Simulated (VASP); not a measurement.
Wanted: the native input for a VASP 6.6.1 run.

* Task: relaxation of the atoms
* Functional: PBE
* Potentials or basis: VASP PAW PBE potentials, release 64 (Si)
* Cutoff: 520 eV
* k mesh: 9 × 9 × 1
* Occupations: gaussian, width 0.05 eV
* Spin: collinear spin
* Starting moments: [0.0, 0.0, 0.0, 0.0, 2.0] μB
* Dipole correction: yes
* Atoms held fixed (from 0): [0, 1, 2, 3]
* Further INCAR settings: ALGO = Normal; EDIFF = 1e-06; IBRION = 2; EDIFFG = -0.025; NSW = 36
* Atoms held along some axes (from 0): atom 4 along a and b

The structure of Si lies in POSCAR:

```
Si
1.0
    3.8675355712      0.0000000000      0.0000000000
   -1.9337677856      3.3493840547      0.0000000000
    0.0000000000      0.0000000000     19.4372968022
Si
5
Selective dynamics
Direct
    0.3333333333      0.6666666667      0.2057899327  F F F
    0.0000000000      0.0000000000      0.2464055286  F F F
    0.0000000000      0.0000000000      0.3748662336  F F F
    0.6666666667      0.3333333333      0.4083539436  F F F
    0.6666666667      0.3333333333      0.5225673562  F F T
```

The input as run:

INCAR

```
PREC     = Accurate       # precision mode
ENCUT    = 520            # plane-wave cutoff, eV
EDIFF    = 1E-6           # SCF threshold, eV
ISMEAR   = 0              # smearing method
SIGMA    = 0.05           # smearing width, eV
LREAL    = F              # projectors in reciprocal space
LASPH    = T              # aspherical terms in the spheres
NELM     = 150            # most SCF steps
ALGO     = Normal         # electronic algorithm
ISIF     = 2              # what is computed and relaxed
LWAVE    = F              # write WAVECAR
LCHARG   = F              # write CHGCAR
ISPIN    = 2              # spin polarisation
MAGMOM   = 0 0 0 0 2      # initial moments
LORBIT   = 11             # projections on sites
LDIPOL   = T            
IDIPOL   = 3            
DIPOL    = 0.5 0.5 0.352
GGA      = PE             # functional
IBRION   = 2              # ionic algorithm
NSW      = 36             # ionic steps
EDIFFG   = -0.025         # ionic threshold
KPAR     = 4
```

KPOINTS

```
regular mesh
0
Gamma
  9 9 1
```

Potentials or basis: VASP PAW PBE potentials, release 64 (Si).

Run with:

```bash
$ cat potpaw_PBE.64/Si/POTCAR > POTCAR
$ mpirun -np 4 vasp_std > vasp.out
```

Results of the run:

| Item | Value |
| --- | --- |
| Energy gained by relaxing | 19.8 meV/atom |
| Ionic steps | 4 |
| Band gap on the k mesh | zero (filled and empty bands overlap) |
| Net moment | 0.00 μB per cell |
| Valence electrons inside the program's atomic spheres | Si 1.63, 1.65, 1.66, 1.71, 1.51 |

Run time: 3 min on 4 MPI ranks on AMD EPYC 7R43 64-Core Processor (Zen 3), with other jobs on the host, peak memory 0.49 GiB a rank.
